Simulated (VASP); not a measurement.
# AlGa3N4 (R3m) in VASP: notebook

AlGa3N4 is run at these levels: LDA; tasks: single point.

Everything below comes from runs of VASP 6.6.1. Logs are shortened: lines on timing, memory, paths and dates and some standing lists are left out, and cuts for length are marked.

## 1. The cell of the first run

It takes space group R3m (No. 160, trigonal). The conventional cell has a = 6.459 Å, b = 6.459 Å, c = 7.642 Å, α = 90.00°, β = 90.00°, γ = 120.00°. Al (site symmetry 3m) has 4 N at 1.87 to 1.93 Å within 2.5 Å. Within 2.6 Å of Ga (site symmetry m) lie 4 N at 1.92 to 1.98 Å. N (site symmetry m) has 3 Ga at 1.92 to 1.98 Å and 1 Al at 1.93 Å within 2.6 Å. N (site symmetry 3m) has 1 Al at 1.87 Å and 3 Ga at 1.98 Å within 2.5 Å.

## 2. Single point, LDA

Contents of INCAR:

```
SYSTEM = AlGa3N4
PREC = Accurate
ENCUT = 520
EDIFF = 1E-7
ISMEAR = 0
SIGMA = 0.05
LREAL = .False.
LASPH = .True.
NELM = 60
ALGO = Normal
ISIF = 2
LWAVE = .False.
LCHARG = .False.
NBANDS = 41
```

Contents of KPOINTS:

```
regular mesh
0
Gamma
  6 6 6
  0 0 0
```

Contents of POSCAR:

```
AlGa3N4
1.0
    4.5152872089     -0.0515716627     -0.0515716627
   -0.0515716627      4.5152872089     -0.0515716627
   -0.0515716627     -0.0515716627      4.5152872089
Al Ga N
1 3 4
Direct
    0.0000000000      0.0000000000      0.0000000000
    0.5000000000      0.5000000000      0.0000000000
    0.5000000000      0.0000000000      0.5000000000
    0.0000000000      0.5000000000      0.5000000000
    0.7548078379      0.7548078379      0.2451921621
    0.7548078379      0.2451921621      0.7548078379
    0.2451921621      0.7548078379      0.7548078379
    0.2451921621      0.2451921621      0.2451921621
```

Potentials or basis: VASP PAW LDA potentials, release 64 (Al, Ga_d, N).

The run is started by

```bash
$ cat potpaw_LDA.64/Al/POTCAR potpaw_LDA.64/Ga_d/POTCAR potpaw_LDA.64/N/POTCAR > POTCAR
$ mpirun -np 1 vasp_std > vasp.out
```

OUTCAR:

```text
SYSTEM = AlGa3N4
   PREC = Accurate
   ENCUT = 520
   EDIFF = 1E-7
   ISMEAR = 0
   LREAL = .False.
   LASPH = .True.
   NELM = 60
   ISIF = 2

 ion  position               nearest neighbor table
   1  0.000  0.000  0.000-   8 1.87   7 1.93   6 1.93   5 1.93
   2  0.500  0.500  0.000-   5 1.92   8 1.98   7 1.98   6 1.98
   3  0.500  0.000  0.500-   6 1.92   8 1.98   7 1.98   5 1.98
   4  0.000  0.500  0.500-   7 1.92   8 1.98   5 1.98   6 1.98
   5  0.755  0.755  0.245-   2 1.92   1 1.93   3 1.98   4 1.98
   6  0.755  0.245  0.755-   3 1.92   1 1.93   2 1.98   4 1.98
   7  0.245  0.755  0.755-   4 1.92   1 1.93   3 1.98   2 1.98
   8  0.245  0.245  0.245-   1 1.87   2 1.98   3 1.98   4 1.98

  LATTYP: Found a trigonal (rhomboedric) cell.
 ALAT       =     4.5158761998
 COS(alpha) =    -0.0227067607

  Lattice vectors:

 A1 = (   4.5152872089,  -0.0515716627,  -0.0515716627)
 A2 = (  -0.0515716627,   4.5152872089,  -0.0515716627)
 A3 = (  -0.0515716627,  -0.0515716627,   4.5152872089)

Analysis of symmetry for initial positions (statically):
=====================================================================
 Subroutine PRICEL returns:
 Original cell was already a primitive cell.

 Routine SETGRP: Setting up the symmetry group for a
 trigonal (rhombohedral) supercell.

 Subroutine GETGRP returns: Found  6 space group operations
 (whereof  6 operations were pure point group operations)
 out of a pool of 12 trial point group operations.

The static configuration has the point symmetry C_3v.

Analysis of symmetry for dynamics (positions and initial velocities):
=====================================================================
 Subroutine PRICEL returns:
 Original cell was already a primitive cell.

 Routine SETGRP: Setting up the symmetry group for a
 trigonal (rhombohedral) supercell.

 Subroutine GETGRP returns: Found  6 space group operations
 (whereof  6 operations were pure point group operations)
 out of a pool of 12 trial point group operations.

The dynamic configuration has the point symmetry C_3v.

 Subroutine INISYM returns: Found  6 space group operations
 (whereof  6 operations are pure point group operations),
 and found     1 'primitive' translations

----------------------------------------------------------------------------------------

                                     Primitive cell

  volume of cell :      92.0206

  direct lattice vectors                    reciprocal lattice vectors
     4.515287209 -0.051571663 -0.051571663     0.221528320  0.002559434  0.002559434
    -0.051571663  4.515287209 -0.051571663     0.002559434  0.221528320  0.002559434
    -0.051571663 -0.051571663  4.515287209     0.002559434  0.002559434  0.221528320

  length of vectors
     4.515876200  4.515876200  4.515876200     0.221557888  0.221557888  0.221557888

  position of ions in fractional coordinates (direct lattice)
     0.000000000  0.000000000  0.000000000
     0.500000000  0.500000000  0.000000000
     0.500000000  1.000000000  0.500000000
     1.000000000  0.500000000  0.500000000
     0.754807838  0.754807838  0.245192162
     0.754807838  0.245192162  0.754807838
     0.245192162  0.754807838  0.754807838
     0.245192162  0.245192162  0.245192162

  ion indices of the primitive-cell ions
   primitive index   ion index
                 1           1
                 2           2
                 3           3
                 4           4
                 5           5
                 6           6
                 7           7
                 8           8

----------------------------------------------------------------------------------------

 KPOINTS: regular mesh

Automatic generation of k-mesh.
 Grid dimensions read from file:
 generate k-points for:    6    6    6

 Generating k-lattice:

  Cartesian coordinates                     Fractional coordinates (reciprocal lattice)
     0.036921387  0.000426572  0.000426572     0.166666667 -0.000000000  0.000000000
     0.000426572  0.036921387  0.000426572    -0.000000000  0.166666667  0.000000000
     0.000426572  0.000426572  0.036921387     0.000000000  0.000000000  0.166666667

  Length of vectors
     0.036926315  0.036926315  0.036926315

  Shift w.r.t. Gamma in fractional coordinates (k-lattice)
     0.000000000  0.000000000  0.000000000

 Subroutine IBZKPT returns following result:
 ===========================================

 Found     32 irreducible k-points:

 Following reciprocal coordinates:
            Coordinates               Weight
  0.000000  0.000000  0.000000      1.000000
  0.166667  0.000000  0.000000      6.000000
  0.333333 -0.000000 -0.000000      6.000000
  0.500000 -0.000000  0.000000      3.000000
  0.166667  0.166667  0.000000      6.000000
  0.333333  0.166667  0.000000     12.000000
[... 16 lines left out ...]
  0.500000  0.500000  0.166667      6.000000
 -0.333333  0.500000  0.166667     12.000000
 [... further k-points ...]
   k-points           NKPTS =     32   k-points in BZ     NKDIM =     32   number of bands    NBANDS=     41
   number of dos      NEDOS =    301   number of ions     NIONS =      8
   total plane-waves  NPLWV =  46656
   dimension x,y,z NGX =    36 NGY =   36 NGZ =   36
   dimension x,y,z NGXF=    72 NGYF=   72 NGZF=   72
   ions per type =               1   3   4
   NGX,Y,Z   is equivalent  to a cutoff of  13.25, 13.25, 13.25 a.u.
   NGXF,Y,Z  is equivalent  to a cutoff of  26.51, 26.51, 26.51 a.u.
 SYSTEM =  AlGa3N4
   PREC   = accura    normal or accurate (medium, high low for compatibility)
   ISTART =      0    job   : 0-new  1-cont  2-samecut
   ICHARG =      2    charge: 1-file 2-atom 10-const
   ISPIN  =      1    spin polarized calculation?
   LNONCOLLINEAR =      F non collinear calculations
   LSORBIT =      F    spin-orbit coupling
   LASPH  =      T    aspherical Exc in radial PAW
   ENCUT  =  520.0 eV  38.22 Ry    6.18 a.u.   8.40  8.40  8.40*2*pi/ulx,y,z
   NELM   =     60;   NELMIN=  2; NELMDL= -5     # of ELM steps
   EDIFF  = 0.1E-06   stopping-criterion for ELM
   LREAL  =      F    real-space projection
   EDIFFG = 0.1E-05   stopping-criterion for IOM
   NSW    =      0    number of steps for IOM
   IBRION =     -1    ionic relax: 0-MD 1-quasi-New 2-CG
   NFREE  =      0    steps in history (QN), initial steepest desc. (CG)
   ISIF   =      2    stress and relaxation
   ISYM   =      2    0-nonsym 1-usesym 2-fastsym
   POTIM  = 0.5000    time-step for ionic-motion
   TEBEG  =    0.0;   TEEND  =   0.0 temperature during run
   PSTRESS=    0.0 pullay stress
   NELECT =      62.0000    total number of electrons
   NUPDOWN=      -1.0000    fix difference up-down
   EMIN   =  10.00;   EMAX   =-10.00  energy-range for DOS
   EFERMI =   0.00;   METHOD = LEGACY
   ISMEAR =     0;   SIGMA  =   0.05  broadening in eV -4-tet -1-fermi 0-gaus
   EFERMI_NEDOS =   21; number of points for ismear=-14 and -15
   IALGO  =     38    algorithm
   IMIX   =      4    mixing-type and parameters
     AMIX     =   0.40;   BMIX     =  1.00
     AMIX_MAG =   1.60;   BMIX_MAG =  1.00
  volume/ion in A,a.u.               =      11.50        77.62
  Fermi-wavevector in a.u.,A,eV,Ry     =   1.435193  2.712122 28.025012  2.059780
  Thomas-Fermi vector in A             =   2.554519
   LORBIT       =      0    0 simple, 1 ext, 2 COOP (PROOUT), +10 PAW based schemes
   GGA     = CA    functional components
   LHFCALC =     F    Hartree Fock is set to
   AEXX    =    0.0000 exact exchange contribution
   IVDW    =     0    specifies the selected vdW correction
   LEPSILON=     F    determine dielectric tensor
   LRPA    =     F    only Hartree local field effects (RPA)
 non-spin polarized calculation
 Gauss-broadening in eV      SIGMA  =   0.05
  energy-cutoff  :      520.00
  volume of cell :       92.02
 maximum number of plane-waves:      2493
 NGX is ok and might be reduce to    36
   NGX = 17   NGY = 17   NGZ = 17

 number of electron      62.0000019 magnetization

 Free energy of the ion-electron system (eV)
  ---------------------------------------------------
  ext. energy  EPLUGINS =         0.00000000
  ---------------------------------------------------
  free energy    TOTEN  =       -57.96383225 eV

  energy without entropy =      -57.96383225  energy(sigma->0) =      -57.96383225

 E-fermi :   5.1572     XC(G=0): -11.7794

 val. band max:        4.9408065404   @ k =   0.0000   0.0000   0.0000
 cond. band min:       6.9920315888   @ k =   0.0000   0.0000   0.0000
 fundamental gap:      2.0512250483
 Fermi energy:         5.1571859055

 k-point     1 :       0.0000    0.0000    0.0000
  band No.  band energies     occupation
      1     -10.4614      2.00000
      2      -9.4551      2.00000
      3      -9.4551      2.00000
      4      -9.3928      2.00000
      5      -8.4009      2.00000
      6      -8.3866      2.00000
[... 33 lines left out ...]
     40      15.0279      0.00000
     41      15.9099      0.00000

 k-point     2 :       0.1667    0.0000    0.0000
  band No.  band energies     occupation
      1     -10.3564      2.00000
      2      -9.4690      2.00000
      3      -9.4557      2.00000
      4      -9.3978      2.00000
      5      -8.3956      2.00000
      6      -8.3831      2.00000
[... 33 lines left out ...]
     40      15.2572      0.00000
     41      15.9260      0.00000

 k-point     3 :       0.3333   -0.0000   -0.0000
  band No.  band energies     occupation
      1     -10.0842      2.00000
      2      -9.5386      2.00000
      3      -9.4570      2.00000
      4      -9.4056      2.00000
      5      -8.3721      2.00000
      6      -8.3681      2.00000
[... 33 lines left out ...]
     40      15.7984      0.00000
     41      15.8668      0.00000

 k-point     4 :       0.5000   -0.0000    0.0000
  band No.  band energies     occupation
      1      -9.8377      2.00000
      2      -9.6703      2.00000
      3      -9.4576      2.00000
      4      -9.4082      2.00000
      5      -8.3494      2.00000
      6      -8.3392      2.00000
[... 825 lines left out ...]
     40      15.0438      0.00000
     41      15.2454      0.00000

 k-point    23 :       0.5000    0.5000    0.1667
  band No.  band energies     occupation
      1      -9.6950      2.00000
      2      -9.5525      2.00000
      3      -9.5271      2.00000
      4      -9.4562      2.00000
      5      -8.3834      2.00000
      6      -8.3788      2.00000
[... 33 lines left out ...]
     40      14.7121      0.00000
     41      14.7748      0.00000

 k-point    24 :      -0.3333    0.5000    0.1667
  band No.  band energies     occupation
      1      -9.7298      2.00000
      2      -9.5786      2.00000
      3      -9.5193      2.00000
      4      -9.4335      2.00000
      5      -8.3896      2.00000
      6      -8.3743      2.00000
[... 33 lines left out ...]
     40      14.5696      0.00000
     41      14.8527      0.00000

 [... further k-points ...]
[... 5 lines left out ...]
  --------------------------------------------------------------------------------------
  -------------------------------------------------------------------------------------
  Total       -5.4758118     -5.4758118     -5.4758118      2.4466021      2.4466021      2.4466021
  in kB      -95.3398022    -95.3398022    -95.3398022     42.5979876     42.5979876     42.5979876
  external PRESSURE =     -95.3398022 kB  Pullay stress =       0.0000000 kB

 VOLUME and BASIS-vectors are now :
 -----------------------------------------------------------------------------
  energy-cutoff  :      520.00
  volume of cell :       92.02
      direct lattice vectors                 reciprocal lattice vectors
     4.515287209 -0.051571663 -0.051571663     0.221528320  0.002559434  0.002559434
    -0.051571663  4.515287209 -0.051571663     0.002559434  0.221528320  0.002559434
    -0.051571663 -0.051571663  4.515287209     0.002559434  0.002559434  0.221528320

 POSITION                                       TOTAL-FORCE (eV/Angst)
 -----------------------------------------------------------------------------------
      0.00000      0.00000      0.00000        -0.178157     -0.178157     -0.178157
      2.23186      2.23186     -0.05157        -0.183944     -0.183944     -0.163268
      2.23186     -0.05157      2.23186        -0.183944     -0.163268     -0.183944
     -0.05157      2.23186      2.23186        -0.163268     -0.183944     -0.183944
      3.35660      3.35660      1.02926         0.190191      0.190191      0.143028
      3.35660      1.02926      3.35660         0.190191      0.143028      0.190191
      1.02926      3.35660      3.35660         0.143028      0.190191      0.190191
      1.08182      1.08182      1.08182         0.185903      0.185903      0.185903
 -----------------------------------------------------------------------------------
    total drift:                               -0.000044     -0.000044     -0.000044

  FREE ENERGIE OF THE ION-ELECTRON SYSTEM (eV)
  ---------------------------------------------------
  free  energy   TOTEN  =       -57.9638322477 eV

  energy  without entropy=      -57.9638322477  energy(sigma->0) =      -57.96383225
```

It took 2.9 min on 1 thread of Intel Xeon 8259CL, shared host; peak memory 0.23 GiB.

What came out:

* Free energy: -57.9638 eV
* Pressure: -9.5 GPa
* Largest force: 0.322 eV/Å
* Band gap on the k mesh: 2.05 eV

Forces in eV/Å, atoms in the order of the input:
```
Al  -0.178 -0.178 -0.178
Ga  -0.184 -0.184 -0.163
Ga  -0.184 -0.163 -0.184
Ga  -0.163 -0.184 -0.184
N    0.190  0.190  0.143
N    0.190  0.143  0.190
N    0.143  0.190  0.190
N    0.186  0.186  0.186
```

Levels at points of the mesh, in eV from the valence-band top:
```csv
k point,band 27,band 28,band 29,band 30,band 31,band 32,band 33,band 34,band 35,band 36
"(0.00, 0.00, 0.00)",-2.33,-2.32,-0.12,-0.12,0.00,2.05,3.23,3.25,3.25,6.14
"(0.50, 0.00, 0.00)",-2.90,-1.61,-1.41,-1.35,-1.14,4.63,4.71,5.96,5.98,7.28
"(0.50, 0.50, 0.00)",-3.00,-1.05,-1.04,-0.94,-0.69,6.26,6.30,6.49,7.05,7.12
"(0.50, 0.50, 0.50)",-0.84,-0.84,-0.71,-0.71,-0.71,4.39,4.67,4.67,5.90,8.59
```

Caveat: the cell stands under tension.

## 3. Single point, LDA

Contents of INCAR:

```
SYSTEM = AlGa3N4
PREC = Accurate
ENCUT = 520
EDIFF = 1E-6
ISMEAR = 0
SIGMA = 0.05
LREAL = .FALSE.
LASPH = .TRUE.
NELM = 60
ALGO = Normal
ISIF = 2
LWAVE = .FALSE.
LCHARG = .TRUE.
LELF = .TRUE.
LVHAR = .TRUE.
NBANDS = 41
```

Contents of KPOINTS:

```
regular mesh
0
G
  6 6 6
  0 0 0
```

POSCAR: that of step 2 with these lines changed.

```diff
@@ -2,5 +2,5 @@
 1.0
-    4.5152872089     -0.0515716627     -0.0515716627
-   -0.0515716627      4.5152872089     -0.0515716627
-   -0.0515716627     -0.0515716627      4.5152872089
+    4.5152872089      0.0515716627      0.0515716627
+    0.0515716627      4.5152872089      0.0515716627
+    0.0515716627      0.0515716627      4.5152872089
 Al Ga N
```

Potentials or basis: VASP PAW LDA potentials, release 64 (Al, Ga_d, N).

The run is started by

```bash
$ cat potpaw_LDA.64/Al/POTCAR potpaw_LDA.64/Ga_d/POTCAR potpaw_LDA.64/N/POTCAR > POTCAR
$ mpirun -np 1 vasp_std > vasp.out
```

OUTCAR:

```text
SYSTEM = AlGa3N4
   PREC = Accurate
   ENCUT = 520
   EDIFF = 1E-6
   ISMEAR = 0
   LREAL = .FALSE.
   LASPH = .TRUE.
   NELM = 60
   ISIF = 2

 ion  position               nearest neighbor table
   1  0.000  0.000  0.000-   5 1.90   6 1.90   7 1.90   8 1.96
   2  0.500  0.500  0.000-   6 1.95   7 1.95   8 1.95   5 2.01
   3  0.500  0.000  0.500-   5 1.95   7 1.95   8 1.95   6 2.01
   4  0.000  0.500  0.500-   5 1.95   6 1.95   8 1.95   7 2.01
   5  0.755  0.755  0.245-   1 1.90   3 1.95   4 1.95   2 2.01
   6  0.755  0.245  0.755-   1 1.90   2 1.95   4 1.95   3 2.01
   7  0.245  0.755  0.755-   1 1.90   2 1.95   3 1.95   4 2.01
   8  0.245  0.245  0.245-   2 1.95   3 1.95   4 1.95   1 1.96

  LATTYP: Found a trigonal (rhomboedric) cell.
[... 1269 lines left out ...]
  external PRESSURE =     -95.2031722 kB  Pullay stress =       0.0000000 kB

 VOLUME and BASIS-vectors are now :
 -----------------------------------------------------------------------------
  energy-cutoff  :      520.00
  volume of cell :       92.02
      direct lattice vectors                 reciprocal lattice vectors
     4.515287209  0.051571663  0.051571663     0.221526999 -0.002501613 -0.002501613
     0.051571663  4.515287209  0.051571663    -0.002501613  0.221526999 -0.002501613
     0.051571663  0.051571663  4.515287209    -0.002501613 -0.002501613  0.221526999

 POSITION                                       TOTAL-FORCE (eV/Angst)
 -----------------------------------------------------------------------------------
      0.00000      0.00000      0.00000         0.119279      0.119279      0.119279
      2.28343      2.28343      0.05157         0.121485      0.121485      0.109013
      2.28343      0.05157      2.28343         0.121485      0.109013      0.121485
      0.05157      2.28343      2.28343         0.109013      0.121485      0.121485
      3.45975      3.45975      1.18497        -0.105091     -0.105091     -0.111090
      3.45975      1.18497      3.45975        -0.105091     -0.111090     -0.105091
      1.18497      3.45975      3.45975        -0.111090     -0.105091     -0.105091
      1.13240      1.13240      1.13240        -0.149990     -0.149990     -0.149990
 -----------------------------------------------------------------------------------
    total drift:                               -0.000334     -0.000334     -0.000333

  FREE ENERGIE OF THE ION-ELECTRON SYSTEM (eV)
  ---------------------------------------------------
  free  energy   TOTEN  =       -57.9689787628 eV

  energy  without entropy=      -57.9689787628  energy(sigma->0) =      -57.96897876
```

OSZICAR:

```text
N       E                     dE             d eps       ncg     rms          rms(c)
DAV:   1     0.622147138652E+03    0.62215E+03   -0.27964E+04  2955   0.252E+03
DAV:   2     0.476765883006E+02   -0.57447E+03   -0.53668E+03  2792   0.630E+02
DAV:   3    -0.590170901056E+02   -0.10669E+03   -0.10345E+03  3006   0.191E+02
DAV:   4    -0.662820067514E+02   -0.72649E+01   -0.71937E+01  3521   0.525E+01
DAV:   5    -0.664842667586E+02   -0.20226E+00   -0.20192E+00  3120   0.842E+00    0.154E+01
DAV:   6    -0.579529771337E+02    0.85313E+01   -0.26807E+01  4838   0.579E+01    0.461E+00
DAV:   7    -0.580961350119E+02   -0.14316E+00   -0.35166E+00  3108   0.102E+01    0.374E+00
DAV:   8    -0.580127171491E+02    0.83418E-01   -0.65690E-01  4281   0.653E+00    0.125E+00
DAV:   9    -0.579679512537E+02    0.44766E-01   -0.18095E-01  4016   0.499E+00    0.463E-01
DAV:  10    -0.579690418097E+02   -0.10906E-02   -0.16184E-02  3172   0.734E-01    0.206E-01
DAV:  11    -0.579689913710E+02    0.50439E-04   -0.22768E-03  3991   0.579E-01    0.309E-02
DAV:  12    -0.579689765544E+02    0.14817E-04   -0.33138E-04  4072   0.214E-01    0.170E-02
DAV:  13    -0.579689781115E+02   -0.15571E-05   -0.30442E-05  4420   0.500E-02    0.598E-03
DAV:  14    -0.579689787628E+02   -0.65131E-06   -0.62754E-06  2944   0.246E-02
   1 F= -.57968979E+02 E0= -.57968979E+02  d E =-.208097E-11
```

stdout:

```text
POSCAR found type information on POSCAR AlGaN
 POSCAR found :  3 types and       8 ions
 scaLAPACK will be used
 LDA part: xc-table for (Slater(with rela. corr.)+CA(PZ))
 , standard interpolation
 POSCAR, INCAR and KPOINTS ok, starting setup
 FFT: planning ... GRIDC
 FFT: planning ... GRID_SOFT
 FFT: planning ... GRID
 WAVECAR not read
 entering main loop
```

It took 2.8 min on 1 thread of Intel Xeon 8259CL, shared host; peak memory 0.23 GiB.

What came out:

```
Free energy            : -57.9690 eV
Pressure               : -9.5 GPa
Largest force          : 0.260 eV/Å
Band gap on the k mesh : 2.08 eV
```

Forces in eV/Å, atoms in the order of the input:
```
Al   0.119  0.119  0.119
Ga   0.121  0.121  0.109
Ga   0.121  0.109  0.121
Ga   0.109  0.121  0.121
N   -0.105 -0.105 -0.111
N   -0.105 -0.111 -0.105
N   -0.111 -0.105 -0.105
N   -0.150 -0.150 -0.150
```

Caveat: the cell stands under tension.
